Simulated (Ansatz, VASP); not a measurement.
**Two plane-wave programs on Nb**

INCAR

```
SYSTEM = Nb
PREC = Accurate
ENCUT = 500
EDIFF = 1E-6
ISMEAR = -1
SIGMA = 0.05
LREAL = .FALSE.
LASPH = .TRUE.
NELM = 120
ALGO = Normal
ISIF = 2
LWAVE = .FALSE.
LCHARG = .FALSE.
GGA = RP
IVDW = 13
NBANDS = 12
GGA_COMPAT = .FALSE.
```

KPOINTS

```
regular mesh
0
G
  11 11 11
  0 0 0
```

Contents of POSCAR:

```
Nb
1.0
   -1.6749698576      1.6749698576      1.6749698576
    1.6749698576     -1.6749698576      1.6749698576
    1.6749698576      1.6749698576     -1.6749698576
Nb
1
Direct
    0.0000000000      0.0000000000      0.0000000000
```

input.yaml

```yaml
crystal:
  lattice:
    - [-1.6749698576, 1.6749698576, 1.6749698576]
    - [1.6749698576, -1.6749698576, 1.6749698576]
    - [1.6749698576, 1.6749698576, -1.6749698576]
  atoms:
    - { symbol: Nb, position: [0.0, 0.0, 0.0] }
hamiltonian:
  xc: rpbe
  pseudopotentials: { kind: paw }
  dispersion: d4
kpoints:
  mp_grid: { grid: [11, 11, 11] }
scf:
  occupations: { method: fermi_dirac, width: 0.05 }
output:
  forces: true
  stress: true
  eigenvalues: true
  write_density: true
  write_potential: true
  elf: true
  volumetric_format: npy
```

Alike in both runs: task single point; functional RPBE; dispersion D4; k mesh 11 × 11 × 11; occupations fermi-dirac, width 0.05 eV; no spin polarisation.

|  | VASP | Ansatz |
| --- | --- | --- |
| version | VASP 6.6.1 | Ansatz 0.2.0 |
| potentials or method | VASP PAW PBE potentials, release 64 (Nb_sv) | Ansatz PAW |
| plane-wave cutoff (eV) | 500 | 420 |
| valence electrons in the cell | 13 | 13 |

Ansatz gave:

| Quantity | Value |
| --- | --- |
| gap on the k mesh at the Fermi level (eV) | none |
| pressure (GPa) | -7.0 |

**Question.** Which values does VASP return?

**Answer.** gap on the k mesh at the Fermi level (eV): none; pressure (GPa): -7.4.

VASP's potentials were made for PBE, not for RPBE. A gap of «none» marks a metal or a gap that the smearing closes.
